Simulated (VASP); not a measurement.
A run of VASP 6.6.1 is set up as follows.

File INCAR:

```
SYSTEM = PtS2
ALGO = Normal
DIPOL = 0.5 0.5 0.390
EDIFF = 1E-7
EDIFFG = -0.003
ENCUT = 450
GGA = PE
GGA_COMPAT = .FALSE.
IBRION = 2
IDIPOL = 3
ISIF = 2
ISMEAR = 0
IVDW = 12
LASPH = .TRUE.
LCHARG = .FALSE.
LDIPOL = .TRUE.
LREAL = .FALSE.
LWAVE = .FALSE.
NELM = 120
NELMDL = -8
NELMIN = 4
NSW = 40
PREC = Accurate
SIGMA = 0.05
```

File KPOINTS:

```
k-points
0
G
  9 9 1
  0 0 0
```

POSCAR

```
PtS2
1.0
    3.5415277692      0.0000000000      0.0000000000
   -1.7707638846      3.0670530163      0.0000000000
    0.0000000000      0.0000000000     22.4670602589
S Pt
4 2
Selective dynamics
Direct
    0.6666666667      0.3333333333      0.2002932270  F F F
    0.3333333333      0.6666666667      0.3108341745  F F T
    0.3333333333      0.6666666667      0.4684426893  F F T
    0.0000000000      1.0000000000      0.5789836369  F F T
    0.0000000000      0.0000000000      0.2555637007  F F T
   -0.3333333333      0.3333333333      0.5237131631  F F T
```

Potentials or basis: VASP PAW PBE potentials, release 64 (S, Pt).

Command:

```sh
$ cat potpaw_PBE.64/S/POTCAR potpaw_PBE.64/Pt/POTCAR > POTCAR
$ mpirun -np 1 vasp_std > vasp.out
```

Estimate the energy gained by relaxing.

0.2 meV/atom.

Predict the dispersion energy per atom.

-0.314 eV.

Predict the band gap on the k mesh.

1.38 eV (least direct gap 1.48 eV).

Final structure:
```
CELL_PARAMETERS angstrom
3.54153 0.00000 0.00000
-1.77076 3.06705 0.00000
0.00000 0.00000 22.46706
ATOMIC_POSITIONS crystal
S 0.66667 0.33333 0.20029
S 0.33333 0.66667 0.31045
S 0.33333 0.66667 0.46634
S 0.00000 0.00000 0.57649
Pt 0.00000 0.00000 0.25546
Pt 0.66667 0.33333 0.52134
```

Caveat: spin-orbit coupling is left out, which moves the levels of the heavy elements.
